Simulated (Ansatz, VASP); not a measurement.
## One calculation of MnO2, two programs

Contents of INCAR:

```
ALGO = Normal ; EDIFF = 1E-6
ENCUT = 700 ; GGA = CA
GGA_COMPAT = False ; ISIF = 2
ISMEAR = 0 ; ISPIN = 2
LASPH = True ; LCHARG = False
LDAU = True ; LDAUJ = 0 0
LDAUL = 2 -1 ; LDAUPRINT = 1
LDAUTYPE = 2 ; LDAUU = 4 0
LMAXMIX = 4 ; LORBIT = 11
LREAL = False ; LWAVE = False
MAGMOM = 3 0 0 ; NBANDS = 24
NELM = 200 ; PREC = Accurate
SIGMA = 0.05
```

Contents of KPOINTS:

```
k-points
0
Gamma
  7 7 7
```

Contents of POSCAR:

```
MnO2
1.0
    0.0000000000      2.3128744900      2.3128744900
    2.3128744900      0.0000000000      2.3128744900
    2.3128744900      2.3128744900      0.0000000000
Mn O
1 2
Direct
    0.0000000000      0.0000000000      0.0000000000
    0.2500000000      0.2500000000      0.2500000000
    0.7500000000      0.7500000000      0.7500000000
```

Input for Ansatz:

```yaml
crystal:
  lattice:
    - [0.0, 2.31287449, 2.31287449]
    - [2.31287449, 0.0, 2.31287449]
    - [2.31287449, 2.31287449, 0.0]
  atoms:
    - { symbol: Mn, position: [0.0, 0.0, 0.0], spin: 3.0 }
    - { symbol: O, position: [0.25, 0.25, 0.25] }
    - { symbol: O, position: [0.75, 0.75, 0.75] }
basis:
  ecutwfc: 420
  ecutrho_ratio: 4
kpoints:
  mp_grid: { grid: [7, 7, 7] }
hamiltonian:
  xc: lda
  hubbard: { sites: [{ site: 0, l: d, u_eff: 4.0 }] }
scf:
  occupations: { method: gaussian, width: 0.05 }
  lower_state_search: "off"
  max_iter: 150
output:
  forces: true
  stress: true
  eigenvalues: true
  populations: true
  hubbard: { sites: [{ site: 0, l: d }] }
magnetization:
  spin_polarized: true
```

Alike in both runs: task single point; functional LDA; k mesh 7 × 7 × 7; occupations gaussian, width 0.05 eV; collinear spin; Hubbard terms Mn d U = 4.0 eV.

|  | VASP | Ansatz |
| --- | --- | --- |
| version | VASP 6.6.1 | Ansatz 0.2.0 |
| potentials or method | VASP PAW LDA potentials, release 64 (Mn_sv, O), cutoff 700 eV | scalar-relativistic, plane waves, PAW |
| valence electrons in the cell | 27 | 27 |

|  | VASP | Ansatz | Ansatz less VASP |
| --- | --- | --- | --- |
| gap on the k mesh at the Fermi level (eV) | none | none | - |
| pressure (GPa) | 15.0 | 18.4 | +3.37 |
| net moment per atom (μB) | 1.00 | 1.00 | 0.000 |
| size of the moment on the site where the two differ most (μB) | 3.40 | 3.20 | -0.198 |

LDA's correlation is that of Perdew and Zunger in VASP and of Perdew and Wang (1992) in Ansatz. Site moments also hang on the region over which each program counts them. The programs project onto different local orbitals, so the same U acts differently, and such runs can settle in different states. A gap of «none» marks a metal or a gap that the smearing closes. Ansatz's warnings: filled band counts differ across k points.
